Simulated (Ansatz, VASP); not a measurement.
**Two plane-wave programs on C13O**

```
C O
1.0
     4.93269    0.00000    0.00000
     0.00000    8.52230    0.00000
     0.00000    0.00000   22.94161
C O
13 1
Direct
  0.00000 0.00000 0.17436
  0.50000 0.00000 0.17436
  0.25000 0.00000 0.20539
  0.75000 0.00000 0.20539
  0.25000 0.00000 0.26746
  0.75000 0.00000 0.26746
  0.00000 0.00000 0.29771
  0.50000 0.00000 0.29771
  0.00000 0.00000 0.36262
  0.50000 0.00000 0.36262
  0.25000 0.00000 0.38975
  0.75000 0.00000 0.38975
  0.12500 0.92373 0.52052
  0.12500 0.07627 0.52052
```

Alike in both runs: task single point; functional PBE; k mesh 6 × 3 × 1; occupations gaussian, width 0.1 eV; no spin polarisation.

|  | VASP | Ansatz |
| --- | --- | --- |
| version | VASP 6.6.1 | Ansatz 0.2.0 |
| potentials or method | VASP PAW PBE potentials, release 64 (C, O), cutoff 520 eV | scalar-relativistic, plane waves, PAW |
| valence electrons in the cell | 58 | 58 |

|  | VASP | Ansatz | Ansatz less VASP |
| --- | --- | --- | --- |
| gap on the k mesh at the Fermi level (eV) | 0.08 | 0.08 | -0.002 |
| least direct gap on the mesh (eV) | 0.08 | 0.08 | -0.002 |
| rms of the force components (eV/Å) | 2.396 | 2.469 | +0.0732 |

Atom by atom the forces differ by 0.078 eV/Å (rms over components).
